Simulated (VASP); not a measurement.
Runs of VASP 6.6.1 on In2PN. Symmetry: P-4m2, No. 115, tetragonal system. The conventional cell has a = 3.862 Å, b = 3.862 Å, c = 5.427 Å, α = 90.00°, β = 90.00°, γ = 90.00°. N (site symmetry -4m2) has 4 In at 2.24 Å within 3.0 Å. In (site symmetry 2mm) has 2 N at 2.24 Å and 2 P at 2.50 Å within 3.0 Å. Within 3.3 Å of P (site symmetry -4m2) lie 4 In at 2.50 Å. 

```tsv
level	spin	k mesh	smearing	gap on the mesh (eV)	pressure (GPa)	largest force (eV/Å)
r2SCAN	off	4 × 4 × 4	gaussian 0.05 eV	none	0.2	0.02
r2SCAN	off	4 × 4 × 4	gaussian 0.001 eV	none	0.2	0.02
r2SCAN	collinear, zero start	4 × 4 × 4	fermi-dirac 0.02 eV	none	0.2	0.02
r2SCAN+D3(BJ)	off	4 × 4 × 4	fermi-dirac 0.02 eV	none	-0.9	0.02
r2SCAN	off	4 × 4 × 4, shifted	fermi-dirac 0.02 eV	1.45	0.0	0.08
r2SCAN	off	3 × 3 × 3	fermi-dirac 0.02 eV	none	(a)	0.09
r2SCAN+rVV10	off	4 × 4 × 4	fermi-dirac 0.02 eV	none	(b)	0.01
```

Alike in all rows: task single point; potentials or basis VASP PAW PBE potentials, release 64 (N, In_d, P); cell as given; cutoff (eV) 660.

Q: Estimate the missing entries.

A: (a) 0.5; (b) -0.6.

Caveats: some runs use coarse meshes; the PAW data sets were made with another functional, which shifts forces and pressure a little; spin-orbit coupling is left out, which moves the levels of the heavy elements; semilocal functionals underestimate gaps, so a narrow gap can read as zero (at least some runs); a shifted mesh leaves out Γ, where band edges can lie (at least some runs).

A k mesh can miss the band edges, and the runs leave out spin-orbit coupling on In.

A gap of «none» marks levels without a gap at the run's occupations.
